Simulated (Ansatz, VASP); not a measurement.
# Bi: VASP beside Ansatz

INCAR

```
SYSTEM = Bi
PREC = Accurate
ENCUT = 400
EDIFF = 1E-8
ISMEAR = -1
SIGMA = 0.03
LREAL = .FALSE.
LASPH = .TRUE.
NELM = 120
ALGO = Normal
ISIF = 2
LWAVE = .FALSE.
LCHARG = .FALSE.
LEFG = .TRUE.
NBANDS = 22
GGA_COMPAT = .FALSE.
```

The input KPOINTS:

```
Automatic mesh
0
G
  11 11 11
  0 0 0
```

Contents of POSCAR:

```
Bi
1.0
    2.2048096880      1.2729474669      3.9540000000
   -2.2048096880      1.2729474669      3.9540000000
    0.0000000000     -2.5458949337      3.9540000000
Bi
2
Direct
    0.2338900000      0.2338900000      0.2338900000
    0.7661100000      0.7661100000      0.7661100000
```

Input for Ansatz:

```yaml
crystal:
  lattice:
    - [2.204809688, 1.2729474669, 3.954]
    - [-2.204809688, 1.2729474669, 3.954]
    - [0.0, -2.5458949337, 3.954]
  atoms:
    - { symbol: Bi, position: [0.23389, 0.23389, 0.23389] }
    - { symbol: Bi, position: [0.76611, 0.76611, 0.76611] }
kpoints:
  mp_grid: { grid: [11, 11, 11] }
scf:
  occupations: { method: fermi_dirac, width: 0.03 }
hamiltonian:
  xc: lda
  pseudopotentials: { kind: all_electron, datasets: crystal }
output:
  forces: true
  stress: true
  eigenvalues: true
  efg: { contact_densities: true }
```

Change from the starting cell: equal xx and yy strain of -3 %, crystal datasets.

Alike in both runs: task electric field gradients; functional LDA; k mesh 11 × 11 × 11; occupations fermi-dirac, width 0.03 eV; no spin polarisation.

|  | VASP | Ansatz |
| --- | --- | --- |
| version | VASP 6.6.1 | Ansatz 0.2.0 |
| potentials or method | VASP PAW LDA potentials, release 64 (Bi_d), cutoff 400 eV | all-electron PAW with datasets made for the crystal, scalar-relativistic |

Ansatz gave:

| Property | Result |
| --- | --- |
| pressure (GPa) | 1.5 |
| traceless stress, the component that is largest in VASP (GPa) | -0.88 |
| rms of the force components (eV/Å) | 0.169 |
| size of Vzz on the site where it differs most (V/Å²) | 10.4 |

Problem. Which values does VASP return?

Solution. Pressure (GPa): 1.5; traceless stress, the component that is largest in VASP (GPa): -0.90; rms of the force components (eV/Å): 0.184; size of Vzz on the site where it differs most (V/Å²): 9.1.

LDA's correlation is that of Perdew and Zunger in VASP and of Perdew and Wang (1992) in Ansatz. Atom by atom the forces differ by 0.015 eV/Å (rms over components). Ansatz ran all-electron here, and VASP with PAW potentials.

Spin-orbit coupling is off throughout.
